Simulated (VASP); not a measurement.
# SrTe (Fm-3m) in VASP: a series of runs, part 2 of 2

VASP 6.6.1. Earlier steps stand in the parts before.

### 4 Single point, LDA

This run uses another cell than the first one, of 34.76 Å³/atom.

INCAR reads:

```
SYSTEM = SrTe
ALGO     = Normal         ! electronic algorithm
EDIFF    = 1E-6           ! SCF threshold, eV
ENCUT    = 500            ! plane-wave cutoff, eV
GGA_COMPAT= .FALSE.      
ISIF     = 2              ! what is computed and relaxed
ISMEAR   = 0              ! smearing method
LASPH    = .TRUE.         ! aspherical terms in the spheres
LCHARG   = .TRUE.         ! write CHGCAR
LELF     = .TRUE.         ! ELF
LREAL    = .FALSE.        ! projectors in reciprocal space
LVHAR    = .TRUE.       
LWAVE    = .FALSE.        ! write WAVECAR
NBANDS   = 15             ! bands
NELM     = 120            ! most SCF steps
PREC     = Accurate       ! precision mode
SIGMA    = 0.02           ! smearing width, eV
```

KPOINTS reads:

```
k-points
0
G
  8 8 8
  0 0 0
```

POSCAR reads:

```
SrTe
1.0
    0.0000000000      3.2635325993      3.2635325993
    3.2635325993      0.0000000000      3.2635325993
    3.2635325993      3.2635325993      0.0000000000
Sr Te
1 1
Direct
    0.0000000000      0.0000000000      0.0000000000
    0.5000000000      0.5000000000      0.5000000000
```

Potentials or basis: VASP PAW LDA potentials, release 64 (Sr_sv, Te).

Run with:

```sh
cat potpaw_LDA.64/Sr_sv/POTCAR potpaw_LDA.64/Te/POTCAR > POTCAR
mpirun -np 1 vasp_std > vasp.out
```

OUTCAR:

```text
SYSTEM = SrTe
   EDIFF = 1E-6
   ENCUT = 500
   ISIF = 2
   ISMEAR = 0
   LASPH = .TRUE.
   LREAL = .FALSE.
   NELM = 120
   PREC = Accurate

 ion  position               nearest neighbor table
   1  0.000  0.000  0.000-   2 3.26   2 3.26   2 3.26   2 3.26   2 3.26   2 3.26
   2  0.500  0.500  0.500-   1 3.26   1 3.26   1 3.26   1 3.26   1 3.26   1 3.26

  LATTYP: Found a face centered cubic cell.
 ALAT       =     6.5270651986

  Lattice vectors:

 A1 = (   0.0000000000,   3.2635325993,   3.2635325993)
 A2 = (   3.2635325993,   0.0000000000,   3.2635325993)
 A3 = (   3.2635325993,   3.2635325993,   0.0000000000)

Analysis of symmetry for initial positions (statically):
=====================================================================
 Subroutine PRICEL returns:
 Original cell was already a primitive cell.

 Routine SETGRP: Setting up the symmetry group for a
 face centered cubic supercell.

 Subroutine GETGRP returns: Found 48 space group operations
 (whereof 48 operations were pure point group operations)
 out of a pool of 48 trial point group operations.

The static configuration has the point symmetry O_h .

[... 175 lines left out ...]
      6       3.1527      2.00000
      7       3.1527      2.00000
      8       3.1527      2.00000
      9       6.0676      0.00000
     10       6.2282      0.00000
     11       6.2282      0.00000
     12       6.2282      0.00000
     13       6.9823      0.00000
     14       6.9823      0.00000
[... 401 lines left out ...]
      2     -13.4604      2.00000
      3     -13.3615      2.00000
      4     -13.3377      2.00000
      5      -6.3796      2.00000
      6       0.5017      2.00000
      7       1.6441      2.00000
      8       1.9081      2.00000
      9       7.0400      0.00000
     10       7.2613      0.00000
     11       8.6716      0.00000
     12       8.9278      0.00000
     13       9.1954      0.00000
     14       9.9879      0.00000
     15      11.6721      0.00000

 [... further k-points ...]

------------------------ aborting loop because EDIFF is reached ----------------------------------------

  FORCE on cell =-STRESS in cart. coord.  units (eV):
  Direction    XX          YY          ZZ          XY          YZ          ZX
  --------------------------------------------------------------------------------------
  -------------------------------------------------------------------------------------
  Total        0.0662106      0.0662106      0.0662106      0.0000000      0.0000000     -0.0000000
  in kB        1.5259632      1.5259632      1.5259632      0.0000000      0.0000000     -0.0000000
  external PRESSURE =       1.5259632 kB  Pullay stress =       0.0000000 kB

 VOLUME and BASIS-vectors are now :
 -----------------------------------------------------------------------------
  energy-cutoff  :      500.00
  volume of cell :       69.52
      direct lattice vectors                 reciprocal lattice vectors
     0.000000000  3.263532599  3.263532599    -0.153208214  0.153208214  0.153208214
     3.263532599  0.000000000  3.263532599     0.153208214 -0.153208214  0.153208214
     3.263532599  3.263532599  0.000000000     0.153208214  0.153208214 -0.153208214

 POSITION                                       TOTAL-FORCE (eV/Angst)
 -----------------------------------------------------------------------------------
      0.00000      0.00000      0.00000         0.000000      0.000000      0.000000
      3.26353      3.26353      3.26353        -0.000000      0.000000     -0.000000
 -----------------------------------------------------------------------------------
    total drift:                                0.000000      0.000000      0.000000

  FREE ENERGIE OF THE ION-ELECTRON SYSTEM (eV)
  ---------------------------------------------------
  free  energy   TOTEN  =        -9.2593374995 eV

  energy  without entropy=       -9.2593374995  energy(sigma->0) =       -9.25933750
```

OSZICAR:

```text
N       E                     dE             d eps       ncg     rms          rms(c)
DAV:   1     0.660673743183E+02    0.66067E+02   -0.68510E+03   870   0.914E+02
DAV:   2    -0.558427943066E+01   -0.71652E+02   -0.66856E+02  1157   0.181E+02
DAV:   3    -0.920775137464E+01   -0.36235E+01   -0.36016E+01  1246   0.351E+01
DAV:   4    -0.939811163685E+01   -0.19036E+00   -0.19030E+00  1206   0.720E+00
DAV:   5    -0.940002250861E+01   -0.19109E-02   -0.19106E-02  1234   0.796E-01    0.175E+01
DAV:   6    -0.928116783841E+01    0.11885E+00   -0.12230E-01  1003   0.206E+00    0.104E+01
DAV:   7    -0.926226154060E+01    0.18906E-01   -0.13488E-01  1140   0.237E+00    0.943E-01
DAV:   8    -0.925919628577E+01    0.30653E-02   -0.20656E-02   947   0.685E-01    0.390E-01
DAV:   9    -0.925931663107E+01   -0.12035E-03   -0.87095E-04  1101   0.199E-01    0.155E-01
DAV:  10    -0.925933565549E+01   -0.19024E-04   -0.44114E-05  1157   0.369E-02    0.276E-02
DAV:  11    -0.925933736582E+01   -0.17103E-05   -0.29512E-06  1131   0.108E-02    0.122E-02
DAV:  12    -0.925933749953E+01   -0.13372E-06   -0.48638E-07   618   0.368E-03
   1 F= -.92593375E+01 E0= -.92593375E+01  d E =-.831694E-53
```

stdout:

```text
POSCAR found type information on POSCAR SrTe
 POSCAR found :  2 types and       2 ions
 scaLAPACK will be used
 LDA part: xc-table for (Slater(with rela. corr.)+CA(PZ))
 , standard interpolation
 POSCAR, INCAR and KPOINTS ok, starting setup
 FFT: planning ... GRIDC
 FFT: planning ... GRID_SOFT
 FFT: planning ... GRID
 WAVECAR not read
 entering main loop
```

It took 12 s on 1 thread of Intel Xeon 6975P-C (Granite Rapids), shared host; peak memory 0.18 GiB.

What came out:

```yaml
Free_energy: -9.2593 eV
Pressure: 0.2 GPa
Band_gap_on_the_k_mesh: 1.40 eV (least direct gap 2.19 eV)
```

Caveat: spin-orbit coupling is left out, which moves the levels of the heavy elements. A k mesh can miss the band edges.
